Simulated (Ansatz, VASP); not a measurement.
Two plane-wave programs on Sn

The input INCAR:

```
SYSTEM = Sn
ALGO = Normal
EDIFF = 1E-6
ENCUT = 520
GGA = PE
ISIF = 2
ISMEAR = -1
LASPH = .True.
LCHARG = .False.
LREAL = .False.
LWAVE = .False.
NBANDS = 28
NELM = 100
PREC = Accurate
SIGMA = 0.1
```

The input KPOINTS:

```
k-points
0
Gamma
  8 8 11
  0 0 0
```

Contents of POSCAR:

```
Sn
1.0
    5.2612324564      0.0000000000      0.0000000000
   -2.6306162282      4.5563609625      0.0000000000
    0.0000000000      0.0000000000      3.2079413084
Sn
3
Direct
    0.0000000000      0.0000000000      0.0000000000
    0.3333333333      0.6666666667      0.5000000000
    0.6666666667      0.3333333333      0.5000000000
```

Input for Ansatz:

```yaml
crystal:
  lattice:
    - [5.2612324564, 0.0, 0.0]
    - [-2.6306162282, 4.5563609625, 0.0]
    - [0.0, 0.0, 3.2079413084]
  atoms:
    - { symbol: Sn, position: [0.0, 0.0, 0.0] }
    - { symbol: Sn, position: [0.3333333333, 0.6666666667, 0.5] }
    - { symbol: Sn, position: [0.6666666667, 0.3333333333, 0.5] }
hamiltonian:
  xc: pbe
  pseudopotentials:
    kind: paw
    azcp:
      Sn: "pseudopotentials/Sn.paw.azcp"
basis:
  ecutwfc: 420
  fft_grid_basis: typed
kpoints:
  mp_grid: { grid: [8, 8, 11], shift: [0, 0, 0] }
magnetization:
  spin_polarized: false
scf:
  occupations: { method: fermi_dirac, width: 0.1 }
  lower_state_search: "off"
output:
  stress: true
  write_density: true
  write_potential: true
  elf: true
  volumetric_format: npy
```

Alike in both runs: task single point; functional PBE; k mesh 8 × 8 × 11; occupations fermi-dirac, width 0.1 eV; no spin polarisation.

|  | VASP | Ansatz |
| --- | --- | --- |
| version | VASP 6.6.1 | Ansatz 0.2.0 |
| potentials or method | VASP PAW PBE potentials, release 64 (Sn_d), cutoff 520 eV | plane waves (420 eV) with PAW, scalar-relativistic |
| valence electrons in the cell | 42 | 42 |

```csv
,VASP,Ansatz,Ansatz less VASP
pressure (GPa),5.2,5.2,+0.01
"traceless stress, the component that is largest in VASP (GPa)",-2.33,-2.33,-0.005
```

With one functional, cell and mesh, what is left measures potentials, basis and numerics.
